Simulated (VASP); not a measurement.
Sc2TaMo2C5, 20 atoms in the cell. The typed cell holds 20 atoms: a = 5.491 Å, b = 5.470 Å, c = 8.310 Å, α = 83.83°, β = 70.81°, γ = 70.67°. 

| Quantity | Value |
| --- | --- |
| Program | VASP 6.6.1 |
| Task | single point |
| Functional | PBE |
| Potentials or basis | VASP PAW PBE potentials, release 64 (C, Sc_sv, Mo_sv, Ta_pv) |
| Cutoff | 520 eV |
| k mesh | 3 × 3 × 2, shifted |
| Occupations | gaussian, width 0.1 eV |
| Spin | no spin polarisation |
| Dipole correction | no |
| Further INCAR settings | LREAL = Auto; ALGO = Normal; EDIFF = 1e-07; NBANDS = 97; ISYM = 0 |

Potentials or basis: VASP PAW PBE potentials, release 64 (C, Sc_sv, Mo_sv, Ta_pv).

Command:

```sh
$ cat potpaw_PBE.64/C/POTCAR potpaw_PBE.64/Sc_sv/POTCAR potpaw_PBE.64/Mo_sv/POTCAR potpaw_PBE.64/Ta_pv/POTCAR > POTCAR
$ mpirun -np 1 vasp_std > vasp.out
```

Hardware: 1 thread of Intel Xeon 8259CL, with other jobs on the host.

Q: How long does it take, and how much memory?

A: Run time: 17 min on 1 thread of Intel Xeon 8259CL, on a shared host, peak memory 0.4 GiB. Counts: scf iterations 20, k points 9.
